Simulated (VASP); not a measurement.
Input of a VASP 6.6.1 run:

Contents of INCAR:

```
SYSTEM = Ca
PREC = Accurate
ENCUT = 600
EDIFF = 1E-6
ISMEAR = 1
SIGMA = 0.05
LREAL = .FALSE.
LASPH = .TRUE.
NELM = 60
ALGO = Normal
ISIF = 3
LWAVE = .FALSE.
LCHARG = .FALSE.
GGA = PE
IVDW = 12
IBRION = 2
NSW = 60
EDIFFG = -0.05
```

The input KPOINTS:

```
regular mesh
0
G
  11 11 11
  0 0 0
```

Contents of POSCAR:

```
Ca
1.0
    2.6150000000      0.0000000000      0.0000000000
    0.0000000000      2.6150000000      0.0000000000
    0.0000000000      0.0000000000      2.6150000000
Ca
1
Direct
    0.0000000000      0.0000000000      0.0000000000
```

Potentials or basis: VASP PAW PBE potentials, release 64 (Ca_sv).

Launch:

```console
$ cat potpaw_PBE.64/Ca_sv/POTCAR > POTCAR
$ mpirun -np 1 vasp_std > vasp.out
```

**Question.** Estimate the relaxed cell.

**Answer.** a = 3.425 Å, b = 3.425 Å, c = 3.425 Å, α = 90.00°, β = 90.00°, γ = 90.00°.

**Question.** Estimate the relaxed volume.

**Answer.** 40.17 Å³/atom.

Step by step:
| step | energy change (eV) | largest force (eV/Å) | pressure (GPa) | volume (Å³) |
| --- | --- | --- | --- | --- |
| 1 | 0.0000 | 0.0000 | 38.87 | 17.88 |
| 2 | -1.3372 | 0.0000 | 4.23 | 31.62 |
| 3 | -1.4100 | 0.0000 | 1.60 | 35.69 |
| 4 | -1.4139 | 0.0000 | -1.23 | 44.86 |
| 5 | -1.4316 | 0.0000 | 0.07 | 40.17 |

Caveat: the volume moved by over 15 % at a fixed basis, so the end points are rough; the volume moved by +125 % from the deposited cell, more than functionals usually miss; pairwise dispersion overbinds metals, which lowers pressure and volume. Zero-point motion and thermal expansion aren't in these numbers.
